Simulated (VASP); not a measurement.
# In in VASP: a series of runs, part 2 of 2

VASP 6.6.1. Earlier steps stand in the parts before.

### 3 Relaxation of cell and atoms, PBEsol

This run uses another cell than the first one, of 26.14 Å³/atom.

Input file INCAR:

```
  PREC = Accurate
  ENCUT = 600
  EDIFF = 1E-6
  ISMEAR = -1
  SIGMA = 0.05
  LREAL = F
  LASPH = T
  NELM = 60
  ALGO = Normal
  ISIF = 3
  LWAVE = F
  LCHARG = F
  GGA = PS
  IBRION = 2
  NSW = 80
  EDIFFG = -0.03
```

Input file KPOINTS:

```
regular mesh
0
Gamma
  10 10 10
```

Input file POSCAR:

```
In
1.0
   -1.6254700000      1.6254700000      2.4737000000
    1.6254700000     -1.6254700000      2.4737000000
    1.6254700000      1.6254700000     -2.4737000000
In
1
Direct
    0.0000000000      0.0000000000      0.0000000000
```

Potentials or basis: VASP PAW PBE potentials, release 64 (In_d).

The run is started by

```console
$ cat potpaw_PBE.64/In_d/POTCAR > POTCAR
$ mpirun -np 1 vasp_std > vasp.out
```

OUTCAR:

```text
PREC = Accurate
   ENCUT = 600
   EDIFF = 1E-6
   ISMEAR = -1
   LREAL = F
   LASPH = T
   NELM = 60
   ISIF = 3
   GGA = PS
   IBRION = 2
   NSW = 80
   EDIFFG = -0.03

 ion  position               nearest neighbor table
   1  0.000  0.000  0.000-

  LATTYP: Found a body centered tetragonal cell.
 ALAT       =     3.2509400000
 C/A-ratio  =     1.5218367611

  Lattice vectors:

 A1 = (  -1.6254700000,   1.6254700000,   2.4737000000)
 A2 = (   1.6254700000,  -1.6254700000,   2.4737000000)
 A3 = (   1.6254700000,   1.6254700000,  -2.4737000000)

Analysis of symmetry for initial positions (statically):
=====================================================================
 Subroutine PRICEL returns:
 Original cell was already a primitive cell.

 Routine SETGRP: Setting up the symmetry group for a
 body centered tetragonal supercell.

 Subroutine GETGRP returns: Found 16 space group operations
 (whereof 16 operations were pure point group operations)
 out of a pool of 16 trial point group operations.

The static configuration has the point symmetry D_4h.

Analysis of symmetry for dynamics (positions and initial velocities):
=====================================================================
 Subroutine PRICEL returns:
 Original cell was already a primitive cell.

 Routine SETGRP: Setting up the symmetry group for a
 body centered tetragonal supercell.

 Subroutine GETGRP returns: Found 16 space group operations
 (whereof 16 operations were pure point group operations)
 out of a pool of 16 trial point group operations.

The dynamic configuration has the point symmetry D_4h.

 Subroutine INISYM returns: Found 16 space group operations
 (whereof 16 operations are pure point group operations),
 and found     1 'primitive' translations

----------------------------------------------------------------------------------------

                                     Primitive cell

  volume of cell :      26.1436

  direct lattice vectors                    reciprocal lattice vectors
    -1.625470000  1.625470000  2.473700000     0.000000000  0.307603339  0.202126369
     1.625470000 -1.625470000  2.473700000     0.307603339  0.000000000  0.202126369
     1.625470000  1.625470000 -2.473700000     0.307603339  0.307603339  0.000000000

  length of vectors
     3.376906444  3.376906444  3.376906444     0.368069129  0.368069129  0.435016814

  position of ions in fractional coordinates (direct lattice)
     0.000000000  0.000000000  0.000000000

  ion indices of the primitive-cell ions
   primitive index   ion index
                 1           1

----------------------------------------------------------------------------------------

 KPOINTS: regular mesh

Automatic generation of k-mesh.
 Grid dimensions read from file:
 generate k-points for:   10   10   10

 Generating k-lattice:

  Cartesian coordinates                     Fractional coordinates (reciprocal lattice)
     0.000000000  0.030760334  0.020212637     0.100000000  0.000000000  0.000000000
     0.030760334  0.000000000  0.020212637     0.000000000  0.100000000  0.000000000
     0.030760334  0.030760334  0.000000000     0.000000000  0.000000000  0.100000000
[... 46 lines left out ...]
   NGXF,Y,Z  is equivalent  to a cutoff of  27.57, 27.57, 27.57 a.u.
 SYSTEM =  unknown system
   PREC   = accura    normal or accurate (medium, high low for compatibility)
   ISTART =      0    job   : 0-new  1-cont  2-samecut
   ICHARG =      2    charge: 1-file 2-atom 10-const
   ISPIN  =      1    spin polarized calculation?
   LNONCOLLINEAR =      F non collinear calculations
   LSORBIT =      F    spin-orbit coupling
   LASPH  =      T    aspherical Exc in radial PAW
   ENCUT  =  600.0 eV  44.10 Ry    6.64 a.u.   6.74  6.74  6.74*2*pi/ulx,y,z
   NELM   =     60;   NELMIN=  2; NELMDL= -5     # of ELM steps
   EDIFF  = 0.1E-05   stopping-criterion for ELM
   LREAL  =      F    real-space projection
   EDIFFG = -.3E-01   stopping-criterion for IOM
   NSW    =     80    number of steps for IOM
   IBRION =      2    ionic relax: 0-MD 1-quasi-New 2-CG
   NFREE  =      1    steps in history (QN), initial steepest desc. (CG)
   ISIF   =      3    stress and relaxation
   ISYM   =      2    0-nonsym 1-usesym 2-fastsym
   POTIM  = 0.5000    time-step for ionic-motion
   TEBEG  =    0.0;   TEEND  =   0.0 temperature during run
   PSTRESS=    0.0 pullay stress
   NELECT =      13.0000    total number of electrons
   NUPDOWN=      -1.0000    fix difference up-down
   EMIN   =  10.00;   EMAX   =-10.00  energy-range for DOS
   EFERMI =   0.00;   METHOD = LEGACY
   ISMEAR =    -1;   SIGMA  =   0.05  broadening in eV -4-tet -1-fermi 0-gaus
   EFERMI_NEDOS =   21; number of points for ismear=-14 and -15
   IALGO  =     38    algorithm
   IMIX   =      4    mixing-type and parameters
     AMIX     =   0.40;   BMIX     =  1.00
     AMIX_MAG =   1.60;   BMIX_MAG =  1.00
  volume/ion in A,a.u.               =      26.14       176.43
  Fermi-wavevector in a.u.,A,eV,Ry     =   1.296983  2.450943 22.887245  1.682165
  Thomas-Fermi vector in A             =   2.428405
   LORBIT       =      0    0 simple, 1 ext, 2 COOP (PROOUT), +10 PAW based schemes
   GGA     = PS    functional components
   LHFCALC =     F    Hartree Fock is set to
   AEXX    =    0.0000 exact exchange contribution
   IVDW    =     0    specifies the selected vdW correction
   LEPSILON=     F    determine dielectric tensor
   LRPA    =     F    only Hartree local field effects (RPA)
 conjugate gradient relaxation of ions
 non-spin polarized calculation
  energy-cutoff  :      600.00
  volume of cell :       26.14
 maximum number of plane-waves:       901
   NGX = 13   NGY = 13   NGZ = 13

--------------------------------------- Ionic step        1  -------------------------------------------

 number of electron      13.0000006 magnetization

 Free energy of the ion-electron system (eV)
  ---------------------------------------------------
  ext. energy  EPLUGINS =         0.00000000
  ---------------------------------------------------
  free energy    TOTEN  =        -2.98975502 eV

  energy without entropy =       -2.98641062  energy(sigma->0) =       -2.98808282

------------------------ aborting loop because EDIFF is reached ----------------------------------------

  FORCE on cell =-STRESS in cart. coord.  units (eV):
  Direction    XX          YY          ZZ          XY          YZ          ZX
  --------------------------------------------------------------------------------------
  -------------------------------------------------------------------------------------
  Total       -0.0041528     -0.0041528     -0.4530367      0.0000000      0.0000000      0.0000000
  in kB       -0.2544990     -0.2544990    -27.7638082      0.0000000      0.0000000      0.0000000
  external PRESSURE =      -9.4242688 kB  Pullay stress =       0.0000000 kB
[... 232 lines left out ...]
--------------------------------------- Ionic step        8  -------------------------------------------

 number of electron      13.0000001 magnetization

 Free energy of the ion-electron system (eV)
  ---------------------------------------------------
  ext. energy  EPLUGINS =         0.00000000
  ---------------------------------------------------
  free energy    TOTEN  =        -3.00290564 eV

  energy without entropy =       -3.00091664  energy(sigma->0) =       -3.00191114

 E-fermi :   7.5912     XC(G=0): -10.5337

 val. band max:        7.5534923270   @ k =  -0.4000   0.4000   0.3000
 cond. band min:       7.8034462754   @ k =  -0.3000   0.5000   0.3000
 fundamental gap:      0.2499539484
 Fermi energy:         7.5911541380

 k-point     1 :       0.0000    0.0000    0.0000
  band No.  band energies     occupation
      1      -6.9085      2.00000
      2      -6.9085      2.00000
      3      -6.9061      2.00000
      4      -6.7222      2.00000
      5      -6.7192      2.00000
      6      -2.0896      2.00000
      7      18.4526      0.00000
      8      18.4571      0.00000
      9      18.4571      0.00000
     10      19.2446      0.00000
[... 287 lines left out ...]
 k-point    24 :       0.4000    0.3000    0.0000
  band No.  band energies     occupation
      1      -7.0153      2.00000
      2      -6.8476      2.00000
      3      -6.7005      2.00000
      4      -6.6928      2.00000
      5      -6.5724      2.00000
      6       4.8555      2.00000
      7       6.1021      2.00000
      8       8.6834      0.00000
      9      13.3807      0.00000
     10      16.1576      0.00000

 [... further k-points ...]

------------------------ aborting loop because EDIFF is reached ----------------------------------------

  FORCE on cell =-STRESS in cart. coord.  units (eV):
  Direction    XX          YY          ZZ          XY          YZ          ZX
  --------------------------------------------------------------------------------------
  -------------------------------------------------------------------------------------
  Total        0.0229636      0.0229636      0.0283632      0.0000000      0.0000000      0.0000000
  in kB        1.4445275      1.4445275      1.7841860      0.0000000      0.0000000      0.0000000
  external PRESSURE =       1.5577470 kB  Pullay stress =       0.0000000 kB
[... 16 lines left out ...]
  FREE ENERGIE OF THE ION-ELECTRON SYSTEM (eV)
  ---------------------------------------------------
  free  energy   TOTEN  =        -3.0029056363 eV

  energy  without entropy=       -3.0009166355  energy(sigma->0) =       -3.00191114

 reached required accuracy - stopping structural energy minimisation
```

OSZICAR:

```text
N       E                     dE             d eps       ncg     rms          rms(c)
DAV:   1     0.742149350309E+02    0.74215E+02   -0.70216E+03  2046   0.181E+03
DAV:   2    -0.802009804963E-01   -0.74295E+02   -0.72898E+02  2068   0.302E+02
DAV:   3    -0.296304240433E+01   -0.28828E+01   -0.28717E+01  2394   0.671E+01
DAV:   4    -0.302957778948E+01   -0.66535E-01   -0.66516E-01  2562   0.105E+01
[... 63 lines left out ...]
DAV:   1    -0.300325702061E+01   -0.37011E-03   -0.11788E-02  2324   0.166E+00    0.104E-01
DAV:   2    -0.300301057514E+01    0.24645E-03   -0.38059E-04  2354   0.468E-01    0.573E-02
DAV:   3    -0.300291099540E+01    0.99580E-04   -0.15423E-04  3030   0.350E-01    0.160E-02
DAV:   4    -0.300290588675E+01    0.51086E-05   -0.18315E-05  2514   0.849E-02    0.785E-03
DAV:   5    -0.300290563632E+01    0.25044E-06   -0.73431E-07  1102   0.221E-02
   8 F= -.30029056E+01 E0= -.30019111E+01  d E =-.369077E-02
```

It took 2.8 min on 1 thread of AMD EPYC 7R43 (Zen 3), shared host; peak memory 0.15 GiB.

What came out:

```yaml
Free_energy: -3.0029 eV
Relaxed_volume: 25.47 Å³/atom
Relaxed_cell: a = 3.302 Å, b = 3.302 Å, c = 3.302 Å, α = 119.94°, β = 119.94°, γ = 90.11°
Space_group_after_relaxing_to_0.1_Å: Fm-3m (No. 225)
Energy_gained_by_relaxing: 13.2 meV/atom
Ionic_steps: 8
Pressure_after_relaxing: 0.2 GPa
Band_gap_on_the_k_mesh: zero (an odd number of electrons rules out a gap without spin polarisation)
```

The path:
```
step  energy change (eV)  largest force (eV/Å)  pressure (GPa)  volume (Å³)
   1              0.0000                0.0000           -0.94        26.14
   2             -0.0074                0.0000            0.02        25.56
   3             -0.0092                0.0000            0.68        25.21
   4             -0.0061                0.0000            2.21        24.50
   5             -0.0095                0.0000            0.94        25.08
   6             -0.0130                0.0000            0.35        25.38
   7             -0.0131                0.0000            0.17        25.45
   8             -0.0132                0.0000            0.16        25.47
```

Final structure:
```
In
1.0
    -1.65229    1.65229    2.33235
     1.65229   -1.65229    2.33235
     1.65229    1.65229   -2.33235
In
1
Direct
  0.00000 0.00000 0.00000
```

Levels at points of the mesh, in eV from the Fermi level:
| k point | band 3 | band 4 | band 5 | band 6 | band 7 | band 8 | band 9 | band 10 |
| --- | --- | --- | --- | --- | --- | --- | --- | --- |
| (0.00, 0.00, 0.00) | -14.50 | -14.31 | -14.31 | -9.68 | 10.86 | 10.87 | 10.87 | 11.65 |
| (0.50, 0.00, 0.00) | -14.49 | -14.14 | -14.14 | -4.28 | -3.44 | 8.64 | 8.67 | 10.96 |
| (0.50, 0.50, 0.00) | -14.16 | -14.10 | -14.10 | -2.25 | -1.99 | 4.15 | 4.16 | 7.60 |
| (0.50, 0.50, 0.50) | -14.16 | -14.10 | -14.10 | -2.23 | -1.96 | 4.13 | 4.13 | 7.57 |

Caveat: the PAW data sets were made with another functional, which shifts forces and pressure a little; spin-orbit coupling is left out, which moves the levels of the heavy elements.

The gap in the log of VASP goes by the Fermi energy; the results here count the filled bands.